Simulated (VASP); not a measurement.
Mg5ZnS6: single point with PBE

Mg5ZnS6:

```
Mg Zn S
1.0
     3.68453    0.00000    0.00000
     0.00000    3.68453    0.00000
     0.00000    0.00000   15.62816
Mg Zn S
5 1 6
Direct
  0.50000 0.50000 0.16435
  0.00000 0.00000 0.33237
  0.50000 0.50000 0.50000
  0.00000 0.00000 0.66763
  0.50000 0.50000 0.83565
  0.00000 0.00000 0.00000
  0.00000 0.00000 0.16375
  0.50000 0.50000 0.33232
  0.00000 0.00000 0.50000
  0.50000 0.50000 0.66768
  0.00000 0.00000 0.83625
  0.50000 0.50000 0.00000
```

| Quantity | Value |
| --- | --- |
| Program | VASP 6.6.1 |
| Task | single point |
| Functional | PBE |
| Potentials or basis | VASP PAW PBE potentials, release 64 (Mg, Zn, S) |
| Cutoff | 520 eV |
| k mesh | 8 × 8 × 2 |
| Occupations | gaussian, width 0.02 eV |
| Spin | no spin polarisation |
| Dipole correction | no |
| Further INCAR settings | ALGO = Normal; EDIFF = 1e-06; NBANDS = 41 |

- Pressure: -0.2 GPa
- Largest force: 0.014 eV/Å
- Band gap on the k mesh: 1.25 eV (least direct gap 1.76 eV)

Forces on the atoms (eV/Å):
```
Mg   0.000  0.000  0.003
Mg   0.000  0.000  0.000
Mg   0.000  0.000  0.000
Mg   0.000  0.000  0.000
Mg   0.000  0.000 -0.003
Zn   0.000  0.000  0.000
S    0.000  0.000  0.014
S    0.000  0.000  0.001
S    0.000  0.000  0.000
S    0.000  0.000 -0.001
S    0.000  0.000 -0.014
S    0.000  0.000  0.000
```

Levels at points of the mesh, in eV from the valence-band top:
| k point | band 27 | band 28 | band 29 | band 30 | band 31 | band 32 |
| --- | --- | --- | --- | --- | --- | --- |
| (0.00, 0.00, 0.00) | -0.31 | -0.29 | -0.29 | 1.47 | 2.94 | 3.47 |
| (0.50, 0.00, 0.00) | -0.80 | -0.69 | 0.00 | 4.44 | 4.63 | 4.63 |
| (0.50, 0.50, 0.00) | -1.98 | -1.98 | -1.94 | 1.25 | 2.51 | 3.46 |
| (0.00, 0.00, 0.50) | -0.47 | -0.41 | -0.41 | 1.55 | 2.72 | 3.73 |
| (0.50, 0.00, 0.50) | -0.80 | -0.47 | 0.00 | 4.15 | 4.23 | 4.98 |
| (0.50, 0.50, 0.50) | -2.22 | -2.15 | -2.12 | 1.42 | 2.84 | 2.94 |

Run time: 3.8 min on 1 thread of AMD EPYC 7R13 Processor (Zen 3), with other jobs on the host, peak memory 0.38 GiB.

A k mesh can miss the band edges.
